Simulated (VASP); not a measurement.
The system is CdS (Greenockite).

```xyz
4
Lattice="4.1970 0.0000 0.0000 -2.0985 3.6347 0.0000 0.0000 0.0000 6.8279" Properties=species:S:1:pos:R:3 pbc="T T T"
Cd    0.0000    2.4231   -0.0055
Cd    2.0985    1.2116    3.4085
S     0.0000    2.4231    2.5659
S     2.0985    1.2116    5.9799
```

```yaml
Program: VASP 6.6.1
Task: relaxation of cell and atoms
Functional: LDA
Potentials_or_basis: VASP PAW LDA potentials, release 64 (Cd, S)
Cutoff: 600 eV
k_mesh: 6 × 6 × 4
Occupations: fermi-dirac, width 0.02 eV
Spin: no spin polarisation
```

At the start: pressure -4.5 GPa; volume 26.04 Å³/atom.

Task: Where does the relaxation end?

Result: Over 6 steps the energy falls by 30.4 meV/atom and the volume is 24.04 Å³/atom (-7.7 %); space group P6_3mc (No. 186, to 0.05 Å).

Step by step:
```
step  energy change (eV)  largest force (eV/Å)  pressure (GPa)  volume (Å³)
   1              0.0000                0.0002           -4.52       104.16
   2             -0.1053                0.0118            2.03        93.48
   3             -0.1218                0.0078           -0.01        96.13
   4             -0.1217                0.0080            0.11        95.98
   5             -0.1218                0.0038           -0.04        96.19
   6             -0.1218                0.0048            0.00        96.15
```

Final structure:
```xyz
4
Lattice="4.0862 0.0000 0.0000 -2.0431 3.5388 0.0000 0.0000 0.0000 6.6489" Properties=species:S:1:pos:R:3 pbc="T T T"
Cd    0.0000    2.3592    6.6439
Cd    2.0431    1.1796    3.3194
S     0.0000    2.3592    2.4984
S     2.0431    1.1796    5.8229
```
